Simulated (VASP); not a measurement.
A run of VASP 6.6.1:

INCAR

```
SYSTEM = Mn
  PREC = Accurate
  ENCUT = 600
  EDIFF = 1E-6
  ISMEAR = -1
  SIGMA = 0.1
  LREAL = .FALSE.
  LASPH = .TRUE.
  NELM = 200
  ALGO = Normal
  ISIF = 2
  LWAVE = .FALSE.
  LCHARG = .FALSE.
  ISPIN = 2
  MAGMOM = 4 4
  LORBIT = 11
  LMAXMIX = 4
  GGA = PS
  NBANDS = 26
  GGA_COMPAT = .FALSE.
```

File KPOINTS:

```
Automatic mesh
0
G
  10 10 6
  0 0 0
```

File POSCAR:

```
Mn
1.0
    2.4836457705      0.0000000000      0.0000000000
   -1.2418228853      2.1509003313      0.0000000000
    0.0000000000      0.0000000000      4.0261950000
Mn
2
Direct
    0.3333333333      0.6666666667      0.2500000000
    0.6666666667      0.3333333333      0.7500000000
```

Potentials or basis: VASP PAW PBE potentials, release 64 (Mn_sv).

Launch:

```sh
$ cat potpaw_PBE.64/Mn_sv/POTCAR > POTCAR
$ mpirun -np 1 vasp_std > vasp.out
```

Hardware: 1 thread of Intel(R) Xeon(R) 6975P-C (Granite Rapids), on a shared host.

Q: How long does it take, and how much memory?

A: Wall time 29 s on 1 thread of Intel(R) Xeon(R) 6975P-C (Granite Rapids), with other jobs on the host, peak memory 0.17 GiB. Counts: scf iterations 14, k points 56.
